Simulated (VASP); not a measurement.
Cd3Se:

```
Cd Se
1.0
    -2.08098    2.08098    6.20646
     2.08098   -2.08098    6.20646
     2.08098    2.08098   -6.20646
Cd Se
3 1
Direct
  0.50000 0.50000 0.00000
  0.25000 0.75000 0.50000
  0.75000 0.25000 0.50000
  0.00000 0.00000 0.00000
```

Base run:

```yaml
Program: VASP 6.6.1
Functional: LDA
Potentials_or_basis: VASP PAW LDA potentials, release 64 (Cd, Se)
Cutoff: 520 eV
k_mesh: 9 × 9 × 9
Occupations: fermi-dirac, width 0.05 eV
Spin: no spin polarisation
```

Its results: band gap on the k mesh zero (band 21 reaches 2.09 eV, above the bottom of band 22 at 0.54 eV); pressure -6.7 GPa.

Task: The run is repeated on the same cell with these changes: functional from LDA to PBEsol; potentials or basis from VASP PAW LDA potentials, release 64 (Cd, Se) to VASP PAW PBE potentials, release 64 (Cd, Se). What comes out?

Result: Band gap on the k mesh zero (band 21 reaches 2.20 eV, above the bottom of band 22 at 0.65 eV); pressure -5.1 GPa.

Caveats: the PAW data sets were made with another functional, which shifts forces and pressure a little (some runs).
